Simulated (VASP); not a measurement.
A run of VASP 6.6.1 is set up as follows.

The input INCAR:

```
ALGO = Normal ; EDIFF = 1E-7
ENCUT = 520 ; GGA = PE
ISIF = 2 ; ISMEAR = 0
LASPH = True ; LCHARG = False
LREAL = Auto ; LWAVE = False
NBANDS = 80 ; NELM = 100
PREC = Accurate ; SIGMA = 0.02
```

The input KPOINTS:

```
Automatic mesh
0
Gamma
  2 2 2
  0.5 0.5 0.5
```

File POSCAR:

```
KMgF3
1.0
   -4.0538824298      4.0538824298      4.0538824298
    4.0538824298     -4.0538824298      4.0538824298
    4.0538824298      4.0538824298     -4.0538824298
K Mg F
4 4 12
Direct
    0.5000000000      0.5000000000      0.5000000000
    0.0000000000      0.0000000000      0.5000000000
    0.0000000000      0.5000000000      0.0000000000
    0.5000000000      0.0000000000      0.0000000000
    0.5000000000      0.5000000000      0.0000000000
    0.0000000000      0.0000000000      0.0000000000
    0.0000000000      0.5000000000      0.5000000000
    0.5000000000      0.0000000000      0.5000000000
    0.2500000000      0.0000000000      0.2500000000
    0.7500000000      0.5000000000      0.2500000000
    0.7500000000      0.0000000000      0.7500000000
    0.2500000000      0.5000000000      0.7500000000
    0.7500000000      0.2500000000      0.5000000000
    0.2500000000      0.7500000000      0.5000000000
    0.2500000000      0.2500000000      0.0000000000
    0.7500000000      0.7500000000      0.0000000000
    0.0000000000      0.2500000000      0.2500000000
    0.5000000000      0.7500000000      0.2500000000
    0.5000000000      0.2500000000      0.7500000000
    0.0000000000      0.7500000000      0.7500000000
```

Potentials or basis: VASP PAW PBE potentials, release 64 (K_sv, Mg, F).

Run with:

```sh
$ cat potpaw_PBE.64/K_sv/POTCAR potpaw_PBE.64/Mg/POTCAR potpaw_PBE.64/F/POTCAR > POTCAR
$ mpirun -np 1 vasp_std > vasp.out
```

(1) Estimate the pressure.

(2) Predict the band gap on the k mesh.

Results:

(1) -0.3 GPa.

(2) 7.93 eV.

Caveat: the k points lie up to 0.55 Å⁻¹ apart; a shifted mesh leaves out Γ, where band edges can lie.
